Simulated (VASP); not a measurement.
Write the native input for VASP 6.6.1 that does the following.

```yaml
Task: single point
Functional: PBE
Potentials_or_basis: VASP PAW PBE potentials, release 64 (Ti_sv, O)
Cutoff: 520 eV
k_mesh: 6 × 6 × 4
Occupations: gaussian, width 0.02 eV
Spin: no spin polarisation
Hubbard_terms: Ti d U = 4.0 eV
Dipole_correction: no
Further_INCAR_settings: ALGO = Normal; EDIFF = 1e-07; NBANDS = 60
```

The structure of TiO2 lies in POSCAR:

```
TiO2
1.0
    3.8180006865      0.0000000000      0.0000000000
    0.0000000000      3.8180006865      0.0000000000
    0.0000000000      0.0000000000      9.7751129046
Ti O
4 8
Direct
    0.0000000000      0.0000000000      0.0000000000
    0.0000000000      0.5000000000      0.2500000000
    0.5000000000      0.5000000000      0.5000000000
    0.5000000000      0.0000000000      0.7500000000
    0.0000000000      0.5000000000      0.4552981748
    0.0000000000      0.0000000000      0.2052981748
    0.0000000000      0.5000000000      0.0447018252
    0.5000000000      0.5000000000      0.2947018252
    0.5000000000      0.0000000000      0.9552981748
    0.5000000000      0.5000000000      0.7052981748
    0.5000000000      0.0000000000      0.5447018252
    0.0000000000      0.0000000000      0.7947018252
```

These files were run (other wordings do the same):

INCAR

```
SYSTEM = TiO2
PREC     = Accurate       ! precision mode
ENCUT    = 520            ! plane-wave cutoff, eV
EDIFF    = 1E-7           ! SCF threshold, eV
ISMEAR   = 0              ! smearing method
SIGMA    = 0.02           ! smearing width, eV
LREAL    = .FALSE.        ! projectors in reciprocal space
LASPH    = .TRUE.         ! aspherical terms in the spheres
NELM     = 150            ! most SCF steps
ALGO     = Normal         ! electronic algorithm
ISIF     = 2              ! what is computed and relaxed
LWAVE    = .FALSE.        ! write WAVECAR
LCHARG   = .FALSE.        ! write CHGCAR
LMAXMIX  = 4              ! l up to which the mixer works
LDAU     = .TRUE.         ! DFT+U
LDAUTYPE = 2            
LDAUL    = 2 -1           ! shell
LDAUU    = 4 0            ! U, eV
LDAUJ    = 0 0          
LDAUPRINT= 1            
GGA      = PE             ! functional
NBANDS   = 60             ! bands
```

KPOINTS

```
regular mesh
0
G
  6 6 4
  0 0 0
```

Potentials or basis: VASP PAW PBE potentials, release 64 (Ti_sv, O).

The run is started by

```sh
$ cat potpaw_PBE.64/Ti_sv/POTCAR potpaw_PBE.64/O/POTCAR > POTCAR
$ mpirun -np 1 vasp_std > vasp.out
```

It gave:

* Pressure: 4.2 GPa
* Largest force: 0.149 eV/Å
* Band gap on the k mesh: 2.72 eV

Caveat: the cell stands under pressure.

Wall time 4.5 min on 1 thread of AMD EPYC 7R43 64-Core Processor (Zen 3), on a shared host, peak memory 0.3 GiB.
